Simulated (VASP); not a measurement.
# H10CO5 in VASP: notebook

H10CO5 is run at these levels: PBE+D3(BJ); tasks: single point.

Everything below comes from runs of VASP 6.6.1. Logs are shortened: lines on timing, memory, paths and dates and some standing lists are left out, and cuts for length are marked.

## Step 1: The cell of the first run

The cell holds a disordered packing, 16 atoms: a = 5.839 Å, b = 5.839 Å, c = 5.839 Å, α = 90.00°, β = 90.00°, γ = 90.00°.

## Step 2: Single point, PBE+D3(BJ)

INCAR reads:

```
PREC     = Accurate       # precision mode
ENCUT    = 520            # plane-wave cutoff, eV
EDIFF    = 1E-6           # SCF threshold, eV
ISMEAR   = -1             # smearing method
SIGMA    = 0.02           # smearing width, eV
LREAL    = Auto         
LASPH    = True           # aspherical terms in the spheres
NELM     = 80             # most SCF steps
ALGO     = Normal         # electronic algorithm
ISIF     = 2              # what is computed and relaxed
LWAVE    = False          # write WAVECAR
LCHARG   = False          # write CHGCAR
GGA      = PE             # functional
IVDW     = 12             # dispersion correction
NBANDS   = 36             # bands
```

KPOINTS reads:

```
regular mesh
0
Gamma
  1 1 1
```

POSCAR reads:

```
H10CO5
1.0
    5.8392500000      0.0000000000      0.0000000000
    0.0000000000      5.8392500000      0.0000000000
    0.0000000000      0.0000000000      5.8392500000
O H C
5 10 1
Direct
    0.2567795522      0.6856531233      0.9729845442
    0.4865179604      0.4450400308      0.6381127713
    0.1663056043      0.4421972000      0.3359849296
    0.8328124331      0.7232949437      0.5650383183
    0.6907051419      0.0647685919     -0.0879051248
    0.1514064306      0.7638652224      0.8735710922
    0.3265487862      0.5940146423      0.8506743161
    0.3712120563      0.4044183756      0.5158025431
    0.5588217665      0.3204007364      0.7226784262
    0.1865308045      0.5336301751      0.1885687374
    0.0486363831      0.5338870574      0.4243695680
    0.7904953547      0.8637924391      0.6531831999
    0.7055529392      0.6192747356      0.5882776041
    0.7057926960     -0.2520357923      0.0479513636
    0.5708781093     -0.0213897333      0.2242753778
    0.6490217066     -0.0762426682      0.0598364516
```

Potentials or basis: VASP PAW PBE potentials, release 64 (O, H, C).

Launch:

```sh
$ cat potpaw_PBE.64/O/POTCAR potpaw_PBE.64/H/POTCAR potpaw_PBE.64/C/POTCAR > POTCAR
$ mpirun -np 1 vasp_gam > vasp.out
```

OUTCAR:

```text
PREC = Accurate
   ENCUT = 520
   EDIFF = 1E-6
   ISMEAR = -1
   LREAL = Auto
   LASPH = True
   NELM = 80
   ISIF = 2
   GGA = PE
   IVDW = 12
 IVDW          = 12

 ion  position               nearest neighbor table
   1  0.257  0.686  0.973-   6 0.96   7 0.98
   2  0.487  0.445  0.638-   9 0.98   8 1.01
   3  0.166  0.442  0.336-  11 1.01  10 1.02
   4  0.833  0.723  0.565-  13 0.97  12 1.00
   5  0.691  0.065  0.912-  16 1.22
   6  0.151  0.764  0.874-   1 0.96
   7  0.327  0.594  0.851-   1 0.98
   8  0.371  0.404  0.516-   2 1.01
   9  0.559  0.320  0.723-   2 0.98
  10  0.187  0.534  0.189-   3 1.02
  11  0.049  0.534  0.424-   3 1.01
  12  0.790  0.864  0.653-   4 1.00
  13  0.706  0.619  0.588-   4 0.97
  14  0.706  0.748  0.048-  16 1.08
  15  0.571  0.979  0.224-  16 1.11
  16  0.649  0.924  0.060-  14 1.08  15 1.11   5 1.22

  LATTYP: Found a simple cubic cell.
 ALAT       =     5.8392500000

  Lattice vectors:

 A1 = (   5.8392500000,   0.0000000000,   0.0000000000)
 A2 = (   0.0000000000,   5.8392500000,   0.0000000000)
 A3 = (   0.0000000000,   0.0000000000,   5.8392500000)

Analysis of symmetry for initial positions (statically):
=====================================================================
 Subroutine PRICEL returns:
 Original cell was already a primitive cell.

 Routine SETGRP: Setting up the symmetry group for a
 simple cubic supercell.

 Subroutine GETGRP returns: Found  1 space group operations
 (whereof  1 operations were pure point group operations)
 out of a pool of 48 trial point group operations.

The static configuration has the point symmetry C_1 .

Analysis of symmetry for dynamics (positions and initial velocities):
=====================================================================
 Subroutine PRICEL returns:
 Original cell was already a primitive cell.

 Routine SETGRP: Setting up the symmetry group for a
 simple cubic supercell.

 Subroutine GETGRP returns: Found  1 space group operations
 (whereof  1 operations were pure point group operations)
 out of a pool of 48 trial point group operations.

The dynamic configuration has the point symmetry C_1 .

 Subroutine INISYM returns: Found  1 space group operations
 (whereof  1 operations are pure point group operations),
 and found     1 'primitive' translations

----------------------------------------------------------------------------------------

                                     Primitive cell

  volume of cell :     199.1000

  direct lattice vectors                    reciprocal lattice vectors
     5.839250000  0.000000000  0.000000000     0.171254870  0.000000000  0.000000000
     0.000000000  5.839250000  0.000000000     0.000000000  0.171254870  0.000000000
     0.000000000  0.000000000  5.839250000     0.000000000  0.000000000  0.171254870

  length of vectors
     5.839250000  5.839250000  5.839250000     0.171254870  0.171254870  0.171254870

  position of ions in fractional coordinates (direct lattice)
     0.256779552  0.685653123  0.972984544
     0.486517960  0.445040031  0.638112771
     0.166305604  0.442197200  0.335984930
     0.832812433  0.723294944  0.565038318
     0.690705142  0.064768592  0.912094875
     0.151406431  0.763865222  0.873571092
[... 8 lines left out ...]
     0.570878109  0.978610267  0.224275378
     0.649021707  0.923757332  0.059836452

  ion indices of the primitive-cell ions
   primitive index   ion index
                 1           1
                 2           2
                 3           3
                 4           4
                 5           5
                 6           6
[... 8 lines left out ...]
                15          15
                16          16

----------------------------------------------------------------------------------------

 KPOINTS: regular mesh

Automatic generation of k-mesh.
 Grid dimensions read from file:
 generate k-points for:    1    1    1

 Generating k-lattice:

  Cartesian coordinates                     Fractional coordinates (reciprocal lattice)
     0.171254870  0.000000000  0.000000000     1.000000000  0.000000000  0.000000000
     0.000000000  0.171254870  0.000000000     0.000000000  1.000000000  0.000000000
     0.000000000  0.000000000  0.171254870     0.000000000  0.000000000  1.000000000

  Length of vectors
     0.171254870  0.171254870  0.171254870

  Shift w.r.t. Gamma in fractional coordinates (k-lattice)
     0.000000000  0.000000000  0.000000000

 Subroutine IBZKPT returns following result:
 ===========================================

 Found      1 irreducible k-points:

 Following reciprocal coordinates:
            Coordinates               Weight
  0.000000  0.000000  0.000000      1.000000
   k-points           NKPTS =      1   k-points in BZ     NKDIM =      1   number of bands    NBANDS=     36
   number of dos      NEDOS =    301   number of ions     NIONS =     16
   total plane-waves  NPLWV = 110592
   dimension x,y,z NGX =    48 NGY =   48 NGZ =   48
   dimension x,y,z NGXF=    96 NGYF=   96 NGZF=   96
   ions per type =               5  10   1
   NGX,Y,Z   is equivalent  to a cutoff of  13.67, 13.67, 13.67 a.u.
   NGXF,Y,Z  is equivalent  to a cutoff of  27.33, 27.33, 27.33 a.u.
 SYSTEM =  unknown system
   PREC   = accura    normal or accurate (medium, high low for compatibility)
   ISTART =      0    job   : 0-new  1-cont  2-samecut
   ICHARG =      2    charge: 1-file 2-atom 10-const
   ISPIN  =      1    spin polarized calculation?
   LNONCOLLINEAR =      F non collinear calculations
   LSORBIT =      F    spin-orbit coupling
   LASPH  =      T    aspherical Exc in radial PAW
   ENCUT  =  520.0 eV  38.22 Ry    6.18 a.u.  10.86 10.86 10.86*2*pi/ulx,y,z
   NELM   =     80;   NELMIN=  2; NELMDL= -5     # of ELM steps
   EDIFF  = 0.1E-05   stopping-criterion for ELM
   LREAL  =      T    real-space projection
   EDIFFG = 0.1E-04   stopping-criterion for IOM
   NSW    =      0    number of steps for IOM
[... 5 lines left out ...]
   TEBEG  =    0.0;   TEEND  =   0.0 temperature during run
   PSTRESS=    0.0 pullay stress
   NELECT =      44.0000    total number of electrons
   NUPDOWN=      -1.0000    fix difference up-down
   EMIN   =  10.00;   EMAX   =-10.00  energy-range for DOS
   EFERMI =   0.00;   METHOD = LEGACY
   ISMEAR =    -1;   SIGMA  =   0.02  broadening in eV -4-tet -1-fermi 0-gaus
   EFERMI_NEDOS =   21; number of points for ismear=-14 and -15
   IALGO  =     38    algorithm
   IMIX   =      4    mixing-type and parameters
     AMIX     =   0.40;   BMIX     =  1.00
     AMIX_MAG =   1.60;   BMIX_MAG =  1.00
  volume/ion in A,a.u.               =      12.44        83.97
  Fermi-wavevector in a.u.,A,eV,Ry     =   0.989772  1.870399 13.328938  0.979649
  Thomas-Fermi vector in A             =   2.121395
   LORBIT       =      0    0 simple, 1 ext, 2 COOP (PROOUT), +10 PAW based schemes
   GGA     = PE    functional components
   LHFCALC =     F    Hartree Fock is set to
   AEXX    =    0.0000 exact exchange contribution
   IVDW    =    12    specifies the selected vdW correction
   LEPSILON=     F    determine dielectric tensor
   LRPA    =     F    only Hartree local field effects (RPA)
 non-spin polarized calculation
  energy-cutoff  :      520.00
  volume of cell :      199.10
 maximum number of plane-waves:      2689
 NGX is ok and might be reduce to    42
   NGX = 21   NGY = 21   NGZ = 21

 number of electron      44.0000006 magnetization

 Free energy of the ion-electron system (eV)
  ---------------------------------------------------
  ext. energy  EPLUGINS =         0.00000000
  ---------------------------------------------------
  free energy    TOTEN  =       -80.96659335 eV

  energy without entropy =      -80.96659335  energy(sigma->0) =      -80.96659335

 E-fermi :  -3.4519     XC(G=0):  -6.1384

 val. band max:       -3.9798342935   @ k =   0.0000   0.0000   0.0000
 cond. band min:       0.0846901716   @ k =   0.0000   0.0000   0.0000
 fundamental gap:      4.0645244651
 Fermi energy:        -3.4518578312

 k-point     1 :       0.0000    0.0000    0.0000
  band No.  band energies     occupation
      1     -24.3656      2.00000
      2     -23.2508      2.00000
      3     -22.5128      2.00000
      4     -21.9478      2.00000
      5     -21.3906      2.00000
      6     -13.1932      2.00000
[... 26 lines left out ...]
     33       7.3184      0.00000
     34       7.7044      0.00000
 [bands above 34 left out]

------------------------ aborting loop because EDIFF is reached ----------------------------------------

 Edisp (eV)   -0.49285

 E8    (eV) :    -0.1041

  FORCE on cell =-STRESS in cart. coord.  units (eV):
  Direction    XX          YY          ZZ          XY          YZ          ZX
  --------------------------------------------------------------------------------------
  -------------------------------------------------------------------------------------
  Total       0.62647     1.27142    -1.16721     1.01680    -1.15092    -0.48335
  in kB       5.04125    10.23125    -9.39263     8.18231    -9.26154    -3.88957
  external pressure =        1.96 kB  Pullay stress =        0.00 kB

 VOLUME and BASIS-vectors are now :
 -----------------------------------------------------------------------------
  energy-cutoff  :      520.00
  volume of cell :      199.10
      direct lattice vectors                 reciprocal lattice vectors
     5.839250000  0.000000000  0.000000000     0.171254870  0.000000000  0.000000000
     0.000000000  5.839250000  0.000000000     0.000000000  0.171254870  0.000000000
     0.000000000  0.000000000  5.839250000     0.000000000  0.000000000  0.171254870

 POSITION                                       TOTAL-FORCE (eV/Angst)
 -----------------------------------------------------------------------------------
      1.49940      4.00370      5.68150         0.211650      0.338874     -0.156763
      2.84090      2.59870      3.72610         0.220647      0.313312      0.607957
      0.97110      2.58210      1.96190        -0.920096      0.725997      0.174369
      4.86300      4.22350      3.29940         0.950693      1.532147      0.284207
      4.03320      0.37820      5.32595         0.080754      0.409194     -0.991237
      0.88410      4.46040      5.10100        -1.010946      0.769115     -0.001467
[... 8 lines left out ...]
      3.33350      5.71435      1.30960        -0.142373     -0.144439     -0.059712
      3.78980      5.39405      0.34940        -0.211761      0.737675      1.146197
 -----------------------------------------------------------------------------------
    total drift:                               -0.001827      0.000787      0.000224

  FREE ENERGIE OF THE ION-ELECTRON SYSTEM (eV)
  ---------------------------------------------------
  free  energy   TOTEN  =       -81.4594422180 eV

  energy  without entropy=      -81.4594422180  energy(sigma->0) =      -81.45944222
```

Run time: 22 s. Hardware: 1 thread of AMD EPYC 7R13, shared host; peak memory 0.27 GiB.

What came out:

* Free energy: -81.4594 eV
* Pressure: 0.2 GPa
* Largest force: 1.825 eV/Å
* Dispersion energy per atom: -0.031 eV

Forces on the atoms (eV/Å):
```
O    0.212  0.339 -0.157
O    0.221  0.313  0.608
O   -0.920  0.726  0.174
O    0.951  1.532  0.284
O    0.081  0.409 -0.991
H   -1.011  0.769 -0.001
H    0.957 -0.912 -0.278
H   -0.085 -0.031 -0.197
H   -0.322 -0.401 -0.188
H    0.017 -0.474  0.798
H    0.760 -0.497 -0.559
H    0.298 -0.605 -0.465
H   -1.002 -0.715  0.077
H    0.197 -1.046 -0.192
H   -0.142 -0.144 -0.060
C   -0.212  0.738  1.146
```

Levels at points of the mesh, in eV from the Fermi level:
```csv
k point,band 20,band 21,band 22,band 23,band 24,band 25
"(0.00, 0.00, 0.00)",-0.97,-0.55,-0.53,3.54,4.58,7.69
```

Caveat: the k points lie up to 1.08 Å⁻¹ apart, too coarse for converged energies, forces and pressures.

## Step 3: Single point, PBE+D3(BJ)

INCAR reads:

```
SYSTEM = H10CO5
PREC = Accurate
ENCUT = 520
EDIFF = 1E-7
ISMEAR = -1
SIGMA = 0.02
LREAL = Auto
LASPH = .True.
NELM = 100
ALGO = Normal
ISIF = 2
LWAVE = .False.
LCHARG = .True.
GGA = PE
IVDW = 12
LELF = .True.
LVHAR = .True.
NBANDS = 36
```

KPOINTS reads:

```
Automatic mesh
0
Gamma
  1 1 1
  0 0 0
```

POSCAR reads:

```
H10CO5
1.0
    5.8392500000      0.0000000000      0.0000000000
    0.0000000000      5.8392500000      0.0000000000
    0.0000000000      0.0000000000      5.8392500000
O H C
5 10 1
Direct
    0.2503403691      0.7329708439      0.9213169500
    0.4894635441      0.4213897333      0.6693667851
    0.1755533673      0.4207903412      0.3260521471
    0.8403647729      0.7425097401      0.5474846941
    0.6997816500      0.0531746372     -0.0557263347
    0.1211456951      0.7688144882      0.8101040373
    0.3353341611      0.6187609710      0.8258081089
    0.3864366143      0.3918653937      0.5355653551
    0.5449672475      0.2858928801      0.7335702359
    0.1877638395      0.5263004667      0.1973712377
    0.0630217922      0.5181487349      0.4095902727
    0.7785931412      0.8770304406      0.6397054416
    0.7224215439      0.6203878923      0.5644218007
    0.6594682536     -0.2763026074      0.0673202894
    0.5281671448     -0.0298325984      0.2382840262
    0.6266386950     -0.0844971529      0.0864665839
```

Potentials or basis: VASP PAW PBE potentials, release 64 (O, H, C).

Launch:

```sh
$ cat potpaw_PBE.64/O/POTCAR potpaw_PBE.64/H/POTCAR potpaw_PBE.64/C/POTCAR > POTCAR
$ mpirun -np 1 vasp_gam > vasp.out
```

OUTCAR:

```text
SYSTEM = H10CO5
   PREC = Accurate
   ENCUT = 520
   EDIFF = 1E-7
   ISMEAR = -1
   LREAL = Auto
   LASPH = .True.
   NELM = 100
   ISIF = 2
   GGA = PE
   IVDW = 12
 IVDW          = 12

 ion  position               nearest neighbor table
   1  0.250  0.733  0.921-   7 1.00   6 1.02
   2  0.489  0.421  0.669-   9 0.93   8 1.00
   3  0.176  0.421  0.326-  10 0.97  11 1.00
   4  0.840  0.743  0.547-  13 1.00  12 1.02
[... 254 lines left out ...]
  -------------------------------------------------------------------------------------
  Total      -1.85749    -2.38774    -2.63131     0.27104    -1.20193    -0.70053
  in kB     -14.94742   -19.21439   -21.17445     2.18107    -9.67207    -5.63723
  external pressure =      -18.45 kB  Pullay stress =        0.00 kB

 VOLUME and BASIS-vectors are now :
 -----------------------------------------------------------------------------
  energy-cutoff  :      520.00
  volume of cell :      199.10
      direct lattice vectors                 reciprocal lattice vectors
     5.839250000  0.000000000  0.000000000     0.171254870  0.000000000  0.000000000
     0.000000000  5.839250000  0.000000000     0.000000000  0.171254870  0.000000000
     0.000000000  0.000000000  5.839250000     0.000000000  0.000000000  0.171254870

 POSITION                                       TOTAL-FORCE (eV/Angst)
 -----------------------------------------------------------------------------------
      1.46180      4.28000      5.37980        -1.146475     -0.080600     -1.280889
      2.85810      2.46060      3.90860        -0.694800      2.196413     -1.358865
      1.02510      2.45710      1.90390        -0.810991      0.813066      0.730030
      4.90710      4.33570      3.19690        -0.601550      0.844687      0.657289
      4.08620      0.31050      5.51385        -0.259920     -0.234780      0.195353
      0.70740      4.48930      4.73040         0.824519     -0.118986      1.150016
[... 8 lines left out ...]
      3.08410      5.66505      1.39140        -0.024377      0.093520      0.075915
      3.65910      5.34585      0.50490         0.262161     -0.593263     -0.713394
 -----------------------------------------------------------------------------------
    total drift:                                0.003499      0.001600      0.006338

  FREE ENERGIE OF THE ION-ELECTRON SYSTEM (eV)
  ---------------------------------------------------
  free  energy   TOTEN  =       -81.3507386746 eV

  energy  without entropy=      -81.3507386746  energy(sigma->0) =      -81.35073867
```

OSZICAR:

```text
N       E                     dE             d eps       ncg     rms          rms(c)
DAV:   1     0.348392934246E+03    0.34839E+03   -0.23807E+04    72   0.110E+03
DAV:   2    -0.525117157888E+02   -0.40090E+03   -0.38870E+03    92   0.275E+02
DAV:   3    -0.876702664022E+02   -0.35159E+02   -0.34902E+02    92   0.877E+01
DAV:   4    -0.882123944484E+02   -0.54213E+00   -0.54117E+00    88   0.124E+01
DAV:   5    -0.882211973757E+02   -0.88029E-02   -0.87904E-02    96   0.146E+00    0.170E+01
DAV:   6    -0.812641575457E+02    0.69570E+01   -0.21592E+01    96   0.229E+01    0.702E+00
DAV:   7    -0.809801866388E+02    0.28397E+00   -0.96716E-01    88   0.497E+00    0.421E+00
DAV:   8    -0.808588763631E+02    0.12131E+00   -0.25592E-01    88   0.276E+00    0.845E-01
DAV:   9    -0.808558864867E+02    0.29899E-02   -0.21559E-02    96   0.886E-01    0.264E-01
DAV:  10    -0.808578047918E+02   -0.19183E-02   -0.78529E-03    80   0.481E-01    0.143E-01
DAV:  11    -0.808581355862E+02   -0.33079E-03   -0.15148E-03    80   0.225E-01    0.598E-02
DAV:  12    -0.808581143483E+02    0.21238E-04   -0.30851E-04    88   0.104E-01    0.178E-02
DAV:  13    -0.808581050432E+02    0.93051E-05   -0.29334E-05    88   0.329E-02    0.846E-03
DAV:  14    -0.808581030146E+02    0.20286E-05   -0.67411E-06    88   0.145E-02    0.423E-03
DAV:  15    -0.808581025664E+02    0.44816E-06   -0.13908E-06    88   0.744E-03    0.204E-03
DAV:  16    -0.808581024972E+02    0.69230E-07   -0.66798E-07    88   0.509E-03
   1 F= -.81350739E+02 E0= -.81350739E+02  d E =-.220201E-10
```

stdout:

```text
POSCAR found type information on POSCAR O H C
 POSCAR found :  3 types and      16 ions
 scaLAPACK will be used
 LDA part: xc-table for (Slater+PW92), standard interpolation
 POSCAR, INCAR and KPOINTS ok, starting setup
 FFT: planning ... GRIDC
 FFT: planning ... GRID_SOFT
 FFT: planning ... GRID
 WAVECAR not read
 entering main loop
```

Wall time 28 s (1 thread of AMD EPYC 7R13, shared host); peak memory 0.27 GiB.

Results:

- Free energy: -81.3507 eV
- Pressure: -1.8 GPa
- Largest force: 2.675 eV/Å
- Dispersion energy per atom: -0.031 eV

Forces on the atoms (eV/Å):
```
O   -1.146 -0.081 -1.281
O   -0.695  2.196 -1.359
O   -0.811  0.813  0.730
O   -0.602  0.845  0.657
O   -0.260 -0.235  0.195
H    0.825 -0.119  1.150
H    0.161 -0.028  0.410
H    0.046 -0.038  0.030
H    0.725 -2.033  1.067
H    0.637  0.015 -1.039
H    0.239 -0.620  0.292
H    0.586 -1.247 -0.639
H    0.078  0.281  0.318
H   -0.021  0.750  0.104
H   -0.024  0.094  0.076
C    0.262 -0.593 -0.713
```

Stress tensor (GPa, compression positive):
```
-1.49  0.22 -0.56
 0.22 -1.92 -0.97
-0.56 -0.97 -2.12
```

Caveat: the k points lie up to 1.08 Å⁻¹ apart, too coarse for converged energies, forces and pressures; the atoms stand as in a frame of molecular dynamics.

(Part 1 of 2 ends here.)
